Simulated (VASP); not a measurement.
# HgTe (Coloradoite) (F-43m) in VASP: notebook

HgTe (Coloradoite) is run at these levels: PBE; tasks: single point.

All numbers are computed with VASP 6.6.1; they aren't measurements. Logs are shortened: lines on timing, memory, paths and dates and some standing lists are left out, and cuts for length are marked.

## 1. The cell of the first run

Symmetry: F-43m, No. 216, cubic system. Conventional cell: a = 6.298 Å, b = 6.298 Å, c = 6.298 Å, α = 90.00°, β = 90.00°, γ = 90.00°. Hg (site symmetry -43m) has 4 Te at 2.73 Å within 3.6 Å. Te (site symmetry -43m) has 4 Hg at 2.73 Å within 3.6 Å.

## 2. Single point, PBE

The input, INCAR:

```
SYSTEM = HgTe
PREC     = Accurate       ! precision mode
ENCUT    = 500            ! plane-wave cutoff, eV
EDIFF    = 1E-6           ! SCF threshold, eV
ISMEAR   = -1             ! smearing method
SIGMA    = 0.01           ! smearing width, eV
LREAL    = .FALSE.        ! projectors in reciprocal space
LASPH    = .TRUE.         ! aspherical terms in the spheres
NELM     = 120            ! most SCF steps
ALGO     = Normal         ! electronic algorithm
ISIF     = 2              ! what is computed and relaxed
LWAVE    = .FALSE.        ! write WAVECAR
LCHARG   = .FALSE.        ! write CHGCAR
GGA      = PE             ! functional
NBANDS   = 16             ! bands
GGA_COMPAT= .FALSE.
```

The input, KPOINTS:

```
regular mesh
0
G
  6 6 6
  0 0 0
```

The input, POSCAR:

```
HgTe
1.0
    0.0000000000      3.1488795465      3.1488795465
    3.1488795465      0.0000000000      3.1488795465
    3.1488795465      3.1488795465      0.0000000000
Hg Te
1 1
Direct
    0.0000000000      0.0000000000      0.0000000000
    0.2500000000      0.2500000000      0.2500000000
```

Potentials or basis: VASP PAW PBE potentials, release 64 (Hg, Te).

Run with:

```console
$ cat potpaw_PBE.64/Hg/POTCAR potpaw_PBE.64/Te/POTCAR > POTCAR
$ mpirun -np 1 vasp_std > vasp.out
```

OUTCAR:

```text
SYSTEM = HgTe
   PREC = Accurate
   ENCUT = 500
   EDIFF = 1E-6
   ISMEAR = -1
   LREAL = .FALSE.
   LASPH = .TRUE.
   NELM = 120
   ISIF = 2
   GGA = PE

 ion  position               nearest neighbor table
   1  0.000  0.000  0.000-   2 2.73   2 2.73   2 2.73   2 2.73
   2  0.250  0.250  0.250-   1 2.73   1 2.73   1 2.73   1 2.73

  LATTYP: Found a face centered cubic cell.
 ALAT       =     6.2977590930

  Lattice vectors:

 A1 = (   0.0000000000,   3.1488795465,   3.1488795465)
 A2 = (   3.1488795465,   0.0000000000,   3.1488795465)
 A3 = (   3.1488795465,   3.1488795465,   0.0000000000)

Analysis of symmetry for initial positions (statically):
=====================================================================
 Subroutine PRICEL returns:
 Original cell was already a primitive cell.

 Routine SETGRP: Setting up the symmetry group for a
 face centered cubic supercell.

 Subroutine GETGRP returns: Found 24 space group operations
 (whereof 24 operations were pure point group operations)
 out of a pool of 48 trial point group operations.

The static configuration has the point symmetry T_d .

Analysis of symmetry for dynamics (positions and initial velocities):
=====================================================================
 Subroutine PRICEL returns:
 Original cell was already a primitive cell.

 Routine SETGRP: Setting up the symmetry group for a
 face centered cubic supercell.

 Subroutine GETGRP returns: Found 24 space group operations
 (whereof 24 operations were pure point group operations)
 out of a pool of 48 trial point group operations.

The dynamic configuration has the point symmetry T_d .

 Subroutine INISYM returns: Found 24 space group operations
 (whereof 24 operations are pure point group operations),
 and found     1 'primitive' translations

----------------------------------------------------------------------------------------

                                     Primitive cell

  volume of cell :      62.4451

  direct lattice vectors                    reciprocal lattice vectors
     0.000000000  3.148879546  3.148879546    -0.158786639  0.158786639  0.158786639
     3.148879546  0.000000000  3.148879546     0.158786639 -0.158786639  0.158786639
[... 69 lines left out ...]
   ICHARG =      2    charge: 1-file 2-atom 10-const
   ISPIN  =      1    spin polarized calculation?
   LNONCOLLINEAR =      F non collinear calculations
   LSORBIT =      F    spin-orbit coupling
   LASPH  =      T    aspherical Exc in radial PAW
   ENCUT  =  500.0 eV  36.75 Ry    6.06 a.u.   8.12  8.12  8.12*2*pi/ulx,y,z
   NELM   =    120;   NELMIN=  2; NELMDL= -5     # of ELM steps
   EDIFF  = 0.1E-05   stopping-criterion for ELM
   LREAL  =      F    real-space projection
   EDIFFG = 0.1E-04   stopping-criterion for IOM
   NSW    =      0    number of steps for IOM
   IBRION =     -1    ionic relax: 0-MD 1-quasi-New 2-CG
   NFREE  =      0    steps in history (QN), initial steepest desc. (CG)
   ISIF   =      2    stress and relaxation
   ISYM   =      2    0-nonsym 1-usesym 2-fastsym
   POTIM  = 0.5000    time-step for ionic-motion
   TEBEG  =    0.0;   TEEND  =   0.0 temperature during run
   PSTRESS=    0.0 pullay stress
   NELECT =      18.0000    total number of electrons
   NUPDOWN=      -1.0000    fix difference up-down
   EMIN   =  10.00;   EMAX   =-10.00  energy-range for DOS
   EFERMI =   0.00;   METHOD = LEGACY
   ISMEAR =    -1;   SIGMA  =   0.01  broadening in eV -4-tet -1-fermi 0-gaus
   EFERMI_NEDOS =   21; number of points for ismear=-14 and -15
   IALGO  =     38    algorithm
   IMIX   =      4    mixing-type and parameters
     AMIX     =   0.40;   BMIX     =  1.00
     AMIX_MAG =   1.60;   BMIX_MAG =  1.00
  volume/ion in A,a.u.               =      31.22       210.70
  Fermi-wavevector in a.u.,A,eV,Ry     =   1.081433  2.043612 15.911977  1.169497
  Thomas-Fermi vector in A             =   2.217449
   LORBIT       =      0    0 simple, 1 ext, 2 COOP (PROOUT), +10 PAW based schemes
   GGA     = PE    functional components
   LHFCALC =     F    Hartree Fock is set to
   AEXX    =    0.0000 exact exchange contribution
   IVDW    =     0    specifies the selected vdW correction
   LEPSILON=     F    determine dielectric tensor
   LRPA    =     F    only Hartree local field effects (RPA)
 non-spin polarized calculation
  energy-cutoff  :      500.00
  volume of cell :       62.45
 maximum number of plane-waves:      1600
   NGX = 17   NGY = 17   NGZ = 17

 number of electron      18.0000000 magnetization

 Free energy of the ion-electron system (eV)
  ---------------------------------------------------
  ext. energy  EPLUGINS =         0.00000000
  ---------------------------------------------------
  free energy    TOTEN  =        -3.37845521 eV

  energy without entropy =       -3.37827841  energy(sigma->0) =       -3.37836681

 E-fermi :   3.9849     XC(G=0):  -9.1034

 val. band max:        3.9779633661   @ k =   0.0000   0.0000   0.0000
 cond. band min:       4.6814048508   @ k =   0.5000   0.0000   0.0000
 fundamental gap:      0.7034414847
 Fermi energy:         3.9848948219

 k-point     1 :       0.0000    0.0000    0.0000
  band No.  band energies     occupation
      1      -8.6143      2.00000
      2      -3.8780      2.00000
      3      -3.8780      2.00000
      4      -3.8780      2.00000
      5      -3.2488      2.00000
      6      -3.2488      2.00000
[... 281 lines left out ...]
      3      -3.5355      2.00000
      4      -3.4007      2.00000
      5      -3.2322      2.00000
      6      -2.5368      2.00000
[... 8 lines left out ...]
     15      15.0498      0.00000
     16      15.3819      0.00000

------------------------ aborting loop because EDIFF is reached ----------------------------------------

  FORCE on cell =-STRESS in cart. coord.  units (eV):
  Direction    XX          YY          ZZ          XY          YZ          ZX
  --------------------------------------------------------------------------------------
  -------------------------------------------------------------------------------------
  Total        3.4080193      3.4080193      3.4080193      0.0000000      0.0000000      0.0000000
  in kB       87.4408728     87.4408728     87.4408728      0.0000000      0.0000000      0.0000000
  external PRESSURE =      87.4408728 kB  Pullay stress =       0.0000000 kB

 VOLUME and BASIS-vectors are now :
 -----------------------------------------------------------------------------
  energy-cutoff  :      500.00
  volume of cell :       62.45
      direct lattice vectors                 reciprocal lattice vectors
     0.000000000  3.148879546  3.148879546    -0.158786639  0.158786639  0.158786639
     3.148879546  0.000000000  3.148879546     0.158786639 -0.158786639  0.158786639
     3.148879546  3.148879546  0.000000000     0.158786639  0.158786639 -0.158786639

 POSITION                                       TOTAL-FORCE (eV/Angst)
 -----------------------------------------------------------------------------------
      0.00000      0.00000      0.00000         0.000000      0.000000      0.000000
      1.57444      1.57444      1.57444        -0.000000     -0.000000     -0.000000
 -----------------------------------------------------------------------------------
    total drift:                               -0.000000     -0.000000     -0.000000

  FREE ENERGIE OF THE ION-ELECTRON SYSTEM (eV)
  ---------------------------------------------------
  free  energy   TOTEN  =        -3.3784552148 eV

  energy  without entropy=       -3.3782784053  energy(sigma->0) =       -3.37836681
```

OSZICAR:

```text
N       E                     dE             d eps       ncg     rms          rms(c)
DAV:   1     0.107972499886E+03    0.10797E+03   -0.81071E+03   512   0.958E+02
DAV:   2     0.448248862508E-01   -0.10793E+03   -0.10089E+03   584   0.234E+02
DAV:   3    -0.357492795473E+01   -0.36198E+01   -0.36120E+01   664   0.441E+01
DAV:   4    -0.360754189282E+01   -0.32614E-01   -0.32612E-01   736   0.383E+00
DAV:   5    -0.360763271211E+01   -0.90819E-04   -0.90819E-04   680   0.183E-01    0.915E+00
DAV:   6    -0.338970126543E+01    0.21793E+00   -0.41949E-01   592   0.909E+00    0.702E+00
DAV:   7    -0.337958100056E+01    0.10120E-01   -0.11748E-01   600   0.243E+00    0.232E+00
DAV:   8    -0.337839663764E+01    0.11844E-02   -0.14088E-02   544   0.140E+00    0.630E-01
DAV:   9    -0.337841101995E+01   -0.14382E-04   -0.81356E-04   656   0.331E-01    0.168E-01
DAV:  10    -0.337844170491E+01   -0.30685E-04   -0.90631E-05   600   0.831E-02    0.521E-02
DAV:  11    -0.337845840613E+01   -0.16701E-04   -0.43158E-05   600   0.553E-02    0.501E-02
DAV:  12    -0.337845573104E+01    0.26751E-05   -0.51339E-06   568   0.243E-02    0.236E-02
DAV:  13    -0.337845521477E+01    0.51628E-06   -0.18481E-06   608   0.820E-03
   1 F= -.33784552E+01 E0= -.33783668E+01  d E =-.176809E-03
```

Wall time 22 s (1 thread of Intel Xeon 8259CL, shared host); peak memory 0.18 GiB.

Results:

```yaml
Free_energy: -3.3785 eV
Pressure: 8.7 GPa
Band_gap_on_the_k_mesh: zero (filled and empty bands touch)
```

Caveat: spin-orbit coupling is left out, which moves the levels of the heavy elements.

## 3. Single point, PBE

This run uses another cell than the first one, of 31.89 Å³/atom, 1.021 times its volume.

The input, INCAR:

```
SYSTEM = HgTe
PREC = Accurate
ENCUT = 500
EDIFF = 1E-6
ISMEAR = -1
SIGMA = 0.01
LREAL = .FALSE.
LASPH = .TRUE.
NELM = 120
ALGO = Normal
ISIF = 2
LWAVE = .FALSE.
LCHARG = .FALSE.
GGA = PE
NBANDS = 16
GGA_COMPAT = .FALSE.
```

The input, KPOINTS:

```
Automatic mesh
0
G
  6 6 6
  0 0 0
```

The input, POSCAR:

```
HgTe
1.0
    0.0000000000      3.1710554852      3.1710554852
    3.1710554852      0.0000000000      3.1710554852
    3.1710554852      3.1710554852      0.0000000000
Hg Te
1 1
Direct
    0.0000000000      0.0000000000      0.0000000000
    0.2500000000      0.2500000000      0.2500000000
```

Potentials or basis: VASP PAW PBE potentials, release 64 (Hg, Te).

Run with:

```console
$ cat potpaw_PBE.64/Hg/POTCAR potpaw_PBE.64/Te/POTCAR > POTCAR
$ mpirun -np 1 vasp_std > vasp.out
```

Run time: 32 s. Hardware: 1 thread of Intel Xeon 8259CL, shared host; peak memory 0.21 GiB.

The run converged. Its results:

```
Free energy            : -3.4449 eV
Pressure               : 7.2 GPa
Band gap on the k mesh : zero (filled and empty bands touch)
```

Levels at points of the mesh, in eV from the Fermi level:
| k point | band 6 | band 7 | band 8 | band 9 | band 10 | band 11 | band 12 | band 13 |
| --- | --- | --- | --- | --- | --- | --- | --- | --- |
| (0.00, 0.00, 0.00) | -7.12 | -0.59 | -0.01 | -0.01 | -0.01 | 4.11 | 4.11 | 4.11 |
| (0.50, 0.00, 0.00) | -6.78 | -5.90 | -1.11 | -1.11 | 0.70 | 4.96 | 4.96 | 6.82 |
| (0.50, 0.50, 0.00) | -6.60 | -5.77 | -2.54 | -2.54 | 1.85 | 2.32 | 8.43 | 9.09 |

Caveat: spin-orbit coupling is left out, which moves the levels of the heavy elements.

## 4. Single point, PBE

This run uses another cell than the first one, of 32.55 Å³/atom, 1.043 times its volume.

The input, INCAR:

```
PREC     = Accurate       # precision mode
ENCUT    = 500            # plane-wave cutoff, eV
EDIFF    = 1E-6           # SCF threshold, eV
ISMEAR   = -1             # smearing method
SIGMA    = 0.01           # smearing width, eV
LREAL    = F              # projectors in reciprocal space
LASPH    = T              # aspherical terms in the spheres
NELM     = 120            # most SCF steps
ALGO     = Normal         # electronic algorithm
ISIF     = 2              # what is computed and relaxed
LWAVE    = F              # write WAVECAR
LCHARG   = F              # write CHGCAR
GGA      = PE             # functional
NBANDS   = 16             # bands
GGA_COMPAT= F
```

The input, KPOINTS:

```
regular mesh
0
Gamma
  6 6 6
```

The input, POSCAR:

```
HgTe
1.0
    0.0000000000      3.1929255244      3.1929255244
    3.1929255244      0.0000000000      3.1929255244
    3.1929255244      3.1929255244      0.0000000000
Hg Te
1 1
Direct
    0.0000000000      0.0000000000      0.0000000000
    0.2500000000      0.2500000000      0.2500000000
```

Potentials or basis: VASP PAW PBE potentials, release 64 (Hg, Te).

Run with:

```console
$ cat potpaw_PBE.64/Hg/POTCAR potpaw_PBE.64/Te/POTCAR > POTCAR
$ mpirun -np 1 vasp_std > vasp.out
```

OUTCAR:

```text
PREC = Accurate
   ENCUT = 500
   EDIFF = 1E-6
   ISMEAR = -1
   LREAL = F
   LASPH = T
   NELM = 120
   ISIF = 2
   GGA = PE

 ion  position               nearest neighbor table
   1  0.000  0.000  0.000-   2 2.77   2 2.77   2 2.77   2 2.77
   2  0.250  0.250  0.250-   1 2.77   1 2.77   1 2.77   1 2.77

  LATTYP: Found a face centered cubic cell.
 ALAT       =     6.3858510488

  Lattice vectors:

[... 477 lines left out ...]
     15      14.4660      0.00000
     16      14.7721      0.00000

------------------------ aborting loop because EDIFF is reached ----------------------------------------

  FORCE on cell =-STRESS in cart. coord.  units (eV):
  Direction    XX          YY          ZZ          XY          YZ          ZX
  --------------------------------------------------------------------------------------
  -------------------------------------------------------------------------------------
  Total        2.3915644      2.3915644      2.3915644     -0.0000000      0.0000000      0.0000000
  in kB       58.8567533     58.8567533     58.8567533     -0.0000000      0.0000000      0.0000000
  external PRESSURE =      58.8567533 kB  Pullay stress =       0.0000000 kB

 VOLUME and BASIS-vectors are now :
 -----------------------------------------------------------------------------
  energy-cutoff  :      500.00
  volume of cell :       65.10
      direct lattice vectors                 reciprocal lattice vectors
     0.000000000  3.192925524  3.192925524    -0.156596199  0.156596199  0.156596199
     3.192925524  0.000000000  3.192925524     0.156596199 -0.156596199  0.156596199
     3.192925524  3.192925524  0.000000000     0.156596199  0.156596199 -0.156596199

 POSITION                                       TOTAL-FORCE (eV/Angst)
 -----------------------------------------------------------------------------------
      0.00000      0.00000      0.00000        -0.000000      0.000000     -0.000000
      1.59646      1.59646      1.59646         0.000000     -0.000000      0.000000
 -----------------------------------------------------------------------------------
    total drift:                                0.000000      0.000000      0.000000

  FREE ENERGIE OF THE ION-ELECTRON SYSTEM (eV)
  ---------------------------------------------------
  free  energy   TOTEN  =        -3.4996066373 eV

  energy  without entropy=       -3.4994298278  energy(sigma->0) =       -3.49951823
```

Run time: 33 s. Hardware: 1 thread of Intel Xeon 8259CL, shared host; peak memory 0.21 GiB.

What came out:

* Free energy: -3.4996 eV
* Pressure: 5.9 GPa
* Band gap on the k mesh: zero (filled and empty bands touch)

Levels at points of the mesh, in eV from the Fermi level:
| k point | band 6 | band 7 | band 8 | band 9 | band 10 | band 11 | band 12 | band 13 |
| --- | --- | --- | --- | --- | --- | --- | --- | --- |
| (0.00, 0.00, 0.00) | -7.01 | -0.64 | -0.01 | -0.01 | -0.01 | 4.15 | 4.15 | 4.15 |
| (0.50, 0.00, 0.00) | -6.68 | -5.75 | -1.07 | -1.07 | 0.70 | 4.98 | 4.98 | 6.84 |
| (0.50, 0.50, 0.00) | -6.52 | -5.65 | -2.44 | -2.44 | 1.87 | 2.38 | 8.35 | 9.00 |

Caveat: spin-orbit coupling is left out, which moves the levels of the heavy elements.

## 5. The runs side by side

```tsv
cell	gap on the mesh (eV)	pressure (GPa)
a = 4.453 Å, angles 60.0°, 2 atoms	none	8.7
a = 4.485 Å, angles 60.0°, 2 atoms	none	7.2
a = 4.515 Å, angles 60.0°, 2 atoms	none	5.9
```

Alike in all rows: task single point; level PBE; potentials or basis VASP PAW PBE potentials, release 64 (Hg, Te); no spin polarisation; k mesh 6 × 6 × 6; cutoff (eV) 500; smearing fermi-dirac 0.01 eV.

Caveats: spin-orbit coupling is left out, which moves the levels of the heavy elements.

Absolute energies hang on the potentials; compare differences alone.
